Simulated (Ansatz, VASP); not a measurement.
# One calculation of Rh, two programs

```
Rh
1.0
     0.00000    1.91477    1.91477
     1.91477    0.00000    1.91477
     1.91477    1.91477    0.00000
Rh
1
Direct
  0.00000 0.00000 0.00000
```

Alike in both runs: functional PBE; k mesh 24 × 24 × 24; occupations gaussian, width 0.1 eV; no spin polarisation.

Ansatz relaxed the structure, and its values are those at the end. VASP's run is a single point on that final structure, the one shown.

|  | VASP | Ansatz |
| --- | --- | --- |
| version | VASP 6.6.1 | Ansatz 0.2.0 |
| potentials or method | VASP PAW PBE potentials, release 64 (Rh_pv), cutoff 520 eV | scalar-relativistic, plane waves, PAW |
| valence electrons in the cell | 15 | 17 |

```tsv
	VASP	Ansatz	Ansatz less VASP
gap on the k mesh at the Fermi level (eV)	none	none	-
pressure (GPa)	0.1	0.0	-0.02
```

A gap of «none» marks a metal or a gap that the smearing closes. With one functional, cell and mesh, what is left measures potentials, basis and numerics. VASP's potentials hold 15 valence electrons a cell and Ansatz's 17, so a difference there can come from the potentials and not from the codes.
